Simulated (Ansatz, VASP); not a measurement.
# One calculation of SnSe2, two programs

```
CELL_PARAMETERS angstrom
4.04598 0.00000 0.00000
-2.02299 3.50392 0.00000
0.00000 0.00000 6.98802
ATOMIC_POSITIONS crystal
Sn 0.00000 0.00000 0.00000
Se 0.33333 0.66667 0.22815
Se 0.66667 0.33333 0.77185
```

Change from the starting cell: strain +0.0450 x Voigt [1, 1, 0, 0, 0, 0], atoms carried along.

Alike in both runs: task single point; functional PBE; k mesh 12 × 12 × 4; occupations gaussian, width 0.05 eV; no spin polarisation.

|  | VASP | Ansatz |
| --- | --- | --- |
| version | VASP 6.6.1 | Ansatz 0.2.0 |
| potentials or method | VASP PAW PBE potentials, release 64 (Sn_d, Se), cutoff 520 eV | scalar-relativistic, plane waves, PAW |
| valence electrons in the cell | 26 | 46 |

```tsv
	VASP	Ansatz	Ansatz less VASP
gap on the k mesh at the Fermi level (eV)	0.73	0.73	+0.001
least direct gap on the mesh (eV)	0.86	0.87	+0.007
pressure (GPa)	-3.7	-3.8	-0.03
traceless stress, the component that is largest in VASP (GPa)	1.56	1.56	+0.001
rms of the force components (eV/Å)	0.186	0.189	+0.0039
```

Atom by atom the forces differ by 0.004 eV/Å (rms over components). The functional is the same, so the differences come from potentials, cutoffs and numerics. VASP's potentials hold 26 valence electrons a cell and Ansatz's 46, so a difference there can come from the potentials and not from the codes.
